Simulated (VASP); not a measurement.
# CaO (klda) (Fm-3m) in VASP: a series of runs, part 2 of 2

VASP 6.6.1.

## (4) Relaxation of cell and atoms, LDA

This run uses another cell than the first one, of 14.77 Å³/atom, 1.133 times its volume.

Input file INCAR:

```
ALGO = Normal
EDIFF = 1E-7
EDIFFG = -0.05
ENCUT = 600
IBRION = 2
ISIF = 3
ISMEAR = 0
LASPH = True
LCHARG = False
LREAL = False
LWAVE = False
NELM = 80
NSW = 100
PREC = Accurate
SIGMA = 0.1
```

Input file KPOINTS:

```
k-points
0
Gamma
  8 8 8
```

Input file POSCAR:

```
CaO
1.0
    0.0000000000      2.4535000000      2.4535000000
    2.4535000000      0.0000000000      2.4535000000
    2.4535000000      2.4535000000      0.0000000000
Ca O
1 1
Direct
    0.0000000000      0.0000000000      0.0000000000
    0.5000000000      0.5000000000      0.5000000000
```

Potentials or basis: VASP PAW LDA potentials, release 64 (Ca_sv, O).

The run is started by

```sh
cat potpaw_LDA.64/Ca_sv/POTCAR potpaw_LDA.64/O/POTCAR > POTCAR
mpirun -np 1 vasp_std > vasp.out
```

OUTCAR:

```text
EDIFF = 1E-7
   EDIFFG = -0.05
   ENCUT = 600
   IBRION = 2
   ISIF = 3
   ISMEAR = 0
   LASPH = True
   LREAL = False
   NELM = 80
   NSW = 100
   PREC = Accurate

 ion  position               nearest neighbor table
   1  0.000  0.000  0.000-   2 2.45   2 2.45   2 2.45   2 2.45   2 2.45   2 2.45
   2  0.500  0.500  0.500-   1 2.45   1 2.45   1 2.45   1 2.45   1 2.45   1 2.45

  LATTYP: Found a face centered cubic cell.
 ALAT       =     4.9070000000

  Lattice vectors:

 A1 = (   0.0000000000,   2.4535000000,   2.4535000000)
 A2 = (   2.4535000000,   0.0000000000,   2.4535000000)
 A3 = (   2.4535000000,   2.4535000000,   0.0000000000)

Analysis of symmetry for initial positions (statically):
=====================================================================
 Subroutine PRICEL returns:
 Original cell was already a primitive cell.

 Routine SETGRP: Setting up the symmetry group for a
[... 267 lines left out ...]
      8       2.3472      2.00000
      9       7.3796      0.00000
     10       8.5841      0.00000
     11       8.5841      0.00000
     12       8.5841      0.00000
[... 331 lines left out ...]
 k-point    24 :      -0.3750    0.2500    0.1250
  band No.  band energies     occupation
      1     -34.3317      2.00000
      2     -16.6552      2.00000
      3     -15.8025      2.00000
      4     -15.6553      2.00000
      5     -11.8218      2.00000
      6       0.1547      2.00000
      7       1.1426      2.00000
      8       1.1868      2.00000
      9       9.2057      0.00000
     10       9.2758      0.00000
     11      11.3967      0.00000
     12      11.6917      0.00000

 [... further k-points ...]

------------------------ aborting loop because EDIFF is reached ----------------------------------------

  FORCE on cell =-STRESS in cart. coord.  units (eV):
  Direction    XX          YY          ZZ          XY          YZ          ZX
  --------------------------------------------------------------------------------------
  -------------------------------------------------------------------------------------
  Total        0.0021024      0.0021024      0.0021024      0.0000000      0.0000000      0.0000000
  in kB        0.1283567      0.1283567      0.1283567      0.0000000      0.0000000      0.0000000
  external PRESSURE =       0.1283567 kB  Pullay stress =       0.0000000 kB
[... 17 lines left out ...]
  FREE ENERGIE OF THE ION-ELECTRON SYSTEM (eV)
  ---------------------------------------------------
  free  energy   TOTEN  =       -14.2295251189 eV

  energy  without entropy=      -14.2295251189  energy(sigma->0) =      -14.22952512

 reached required accuracy - stopping structural energy minimisation
```

OSZICAR:

```text
N       E                     dE             d eps       ncg     rms          rms(c)
DAV:   1     0.138314148550E+03    0.13831E+03   -0.93020E+03   696   0.149E+03
[... 29 lines left out ...]
DAV:   3    -0.142313665923E+02    0.32366E-01   -0.82984E-02  1148   0.381E+00    0.463E-01
DAV:   4    -0.142278188877E+02    0.35477E-02   -0.31399E-02  1088   0.165E+00    0.162E-01
DAV:   5    -0.142279908863E+02   -0.17200E-03   -0.28451E-04   868   0.203E-01    0.150E-01
DAV:   6    -0.142294290634E+02   -0.14382E-02   -0.16803E-03  1116   0.269E-01    0.583E-02
DAV:   7    -0.142295279909E+02   -0.98927E-04   -0.16697E-04  1132   0.134E-01    0.830E-03
DAV:   8    -0.142295250342E+02    0.29567E-05   -0.68330E-06  1120   0.210E-02    0.193E-03
DAV:   9    -0.142295251189E+02   -0.84774E-07   -0.92976E-07  1088   0.379E-03
   3 F= -.14229525E+02 E0= -.14229525E+02  d E =-.134191E+00
```

CONTCAR:

```text
CaO
   1.00000000000000
     0.0000000000000000    2.3586151245396110    2.3586151245396110
     2.3586151245396110    0.0000000000000000    2.3586151245396110
     2.3586151245396110    2.3586151245396110    0.0000000000000000
  Ca              O
     1     1
Direct
     0.0000000000000000    0.0000000000000000    0.0000000000000000
     0.5000000000000000    0.5000000000000000    0.5000000000000000

  0.00000000E+00  0.00000000E+00  0.00000000E+00
  0.00000000E+00  0.00000000E+00  0.00000000E+00
```

It took 25 s on 1 thread of Intel Xeon Platinum 8375C at 2.90GHz (Ice Lake), shared host; peak memory 0.16 GiB.

What came out:

```yaml
Free_energy: -14.2295 eV
Relaxed_volume: 13.12 Å³/atom
Relaxed_cell: a = 3.336 Å, b = 3.336 Å, c = 3.336 Å, α = 60.00°, β = 60.00°, γ = 60.00°
Space_group_after_relaxing_to_0.05_Å: Fm-3m (No. 225)
Energy_gained_by_relaxing: 67.1 meV/atom
Ionic_steps: 3
Pressure_after_relaxing: 0.0 GPa
Band_gap_on_the_k_mesh: 3.43 eV, indirect (least direct gap 3.79 eV)
```

Step by step:
```csv
step,energy change (eV),largest force (eV/Å),pressure (GPa),volume (Å³)
1,0.0000,0.0000,-11.72,29.54
2,-0.1146,0.0000,6.00,25.16
3,-0.1342,0.0000,0.01,26.24
```

Final structure:
```
Ca O
1.0
     0.00000    2.35862    2.35862
     2.35862    0.00000    2.35862
     2.35862    2.35862    0.00000
Ca O
1 1
Direct
  0.00000 0.00000 0.00000
  0.50000 0.50000 0.50000
```

Levels at points of the mesh, in eV from the valence-band top:
```csv
k point,band 5,band 6,band 7,band 8,band 9,band 10,band 11,band 12
"(0.00, 0.00, 0.00)",-15.32,0.00,0.00,0.00,5.03,6.24,6.24,6.24
"(0.50, 0.00, 0.00)",-13.81,-2.85,-1.35,-1.35,7.22,8.61,8.61,8.75
"(0.50, 0.50, 0.00)",-15.07,-1.27,-0.36,-0.36,3.43,8.45,9.20,9.92
```

Caveat: the volume moved by -11 % from the deposited cell, more than functionals usually miss. A k mesh can miss the band edges.

## (5) Single point, LDA

Input file INCAR:

```
  ALGO = Normal
  EDIFF = 1E-6
  ENCUT = 910
  GGA = CA
  GGA_COMPAT = False
  ISIF = 2
  ISMEAR = 0
  LASPH = True
  LCHARG = False
  LREAL = False
  LWAVE = False
  NBANDS = 15
  NELM = 120
  PREC = Accurate
  SIGMA = 0.02
```

KPOINTS is that of step 4.

Input file POSCAR:

```
CaO
1.0
    0.0000000000      2.3537266236      2.3537266236
    2.3537266236      0.0000000000      2.3537266236
    2.3537266236      2.3537266236      0.0000000000
Ca O
1 1
Direct
    0.0000000000      0.0000000000      0.0000000000
    0.5000000000      0.5000000000      0.5000000000
```

Potentials or basis: VASP PAW LDA potentials, release 64 (Ca_sv, O_h).

The run is started by

```sh
cat potpaw_LDA.64/Ca_sv/POTCAR potpaw_LDA.64/O_h/POTCAR > POTCAR
mpirun -np 1 vasp_std > vasp.out
```

It took 13 s on 1 thread of Intel Xeon Platinum 8488C (Sapphire Rapids), shared host; peak memory 0.19 GiB.

Results (log left out):

```
Free energy            : -14.2276 eV
Pressure               : 0.8 GPa
Band gap on the k mesh : 3.42 eV, indirect (least direct gap 3.78 eV)
```

Levels at points of the mesh, in eV from the valence-band top:
| k point | band 4 | band 5 | band 6 | band 7 | band 8 | band 9 | band 10 | band 11 | band 12 | band 13 |
| --- | --- | --- | --- | --- | --- | --- | --- | --- | --- | --- |
| (0.00, 0.00, 0.00) | -17.81 | -15.33 | 0.00 | 0.00 | 0.00 | 5.09 | 6.25 | 6.25 | 6.25 | 7.93 |
| (0.50, 0.00, 0.00) | -17.88 | -13.79 | -2.86 | -1.36 | -1.36 | 7.25 | 8.65 | 8.65 | 8.80 | 10.96 |
| (0.50, 0.50, 0.00) | -18.11 | -15.09 | -1.27 | -0.36 | -0.36 | 3.42 | 8.50 | 9.23 | 9.96 | 9.96 |

Caveat: the cutoff is under 1.25 times the usual one of these potentials, so pressure, stress and relaxed cells hold a basis-set (Pulay) error. A k mesh can miss the band edges.

## (6) The runs side by side

```tsv
task	potentials or basis	cell	cutoff (eV)	smearing	second run	gap on the mesh (eV)	pressure (GPa)	relaxed volume (Å³/atom)
single point	VASP PAW LDA potentials, release 64 (Ca_sv, O)	a = 3.329 Å, angles 60.0°, 2 atoms	520	gaussian 0.02 eV	-	3.42	1.0	-
relaxation of cell and atoms	VASP PAW LDA potentials, release 64 (Ca_sv, O)	relaxed from a = 3.332 Å, angles 60.0°, 2 atoms	600	gaussian 0.02 eV	-	3.43	0.0	13.13
relaxation of cell and atoms	VASP PAW LDA potentials, release 64 (Ca_sv, O)	relaxed from a = 3.470 Å, angles 60.0°, 2 atoms	600	gaussian 0.1 eV	-	3.43	0.0	13.12
single point	VASP PAW LDA potentials, release 64 (Ca_sv, O_h)	a = 3.329 Å, angles 60.0°, 2 atoms	910	gaussian 0.02 eV	hard_potentials	3.42	0.8	-
```

Alike in all rows: level LDA; no spin polarisation; k mesh 8 × 8 × 8.

Caveats: the volume moved by -11 % from the deposited cell, more than functionals usually miss (some runs); the cutoff is under 1.25 times the usual one of these potentials, so pressure, stress and relaxed cells hold a basis-set (Pulay) error (some runs).

Absolute energies hang on the potentials; compare differences alone.
